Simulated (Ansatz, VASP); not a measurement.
## One calculation of Cs, two programs

```
Cs
1.0
     5.77332    0.00000    0.00000
    -2.88666    4.99984    0.00000
     0.00000    0.00000    9.46945
Cs
2
Direct
  0.33333 0.66667 0.25000
  0.66667 0.33333 0.75000
```

Alike in both runs: task single point; functional RPBE; k mesh 7 × 7 × 4; occupations fermi-dirac, width 0.1 eV; no spin polarisation.

|  | VASP | Ansatz |
| --- | --- | --- |
| version | VASP 6.6.1 | Ansatz 0.2.0 |
| potentials or method | VASP PAW PBE potentials, release 64 (Cs_sv), cutoff 520 eV | plane waves (420 eV) with PAW, scalar-relativistic |
| valence electrons in the cell | 18 | 18 |

```tsv
	VASP	Ansatz	Ansatz less VASP
pressure (GPa)	-0.1	0.0	+0.01
```

VASP's potentials were made for PBE, not for RPBE.

Neither program's run includes spin-orbit coupling.
